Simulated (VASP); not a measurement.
A run of VASP 6.6.1 is set up as follows.

The input INCAR:

```
PREC = Accurate
ENCUT = 520
EDIFF = 1E-8
ISMEAR = -1
SIGMA = 0.05
LREAL = False
LASPH = True
NELM = 60
ALGO = Normal
ISIF = 2
LWAVE = False
LCHARG = False
GGA = PE
LEFG = True
NBANDS = 20
```

File KPOINTS:

```
regular mesh
0
Gamma
  18 18 10
```

Contents of POSCAR:

```
Ga
1.0
    3.0700869605      0.0000000000      0.0000000000
   -1.5350434803      2.6587732996      0.0000000000
    0.0000000000      0.0000000000      4.9615354456
Ga
2
Direct
    0.3333333333      0.6666666667      0.2500000000
    0.6666666667      0.3333333333      0.7500000000
```

Potentials or basis: VASP PAW PBE potentials, release 64 (Ga_d).

Command:

```console
$ cat potpaw_PBE.64/Ga_d/POTCAR > POTCAR
$ mpirun -np 1 vasp_std > vasp.out
```

(1) What does it give for the pressure?

(2) Predict the band gap on the k mesh.

## Answers

(1) -2.3 GPa.

(2) zero (bands 13 and 14 overlap by 7.04 eV).

Caveat: without QUAD_EFG the Cq values of the log hold for a quadrupole moment of 1 mb, not for the nuclei.
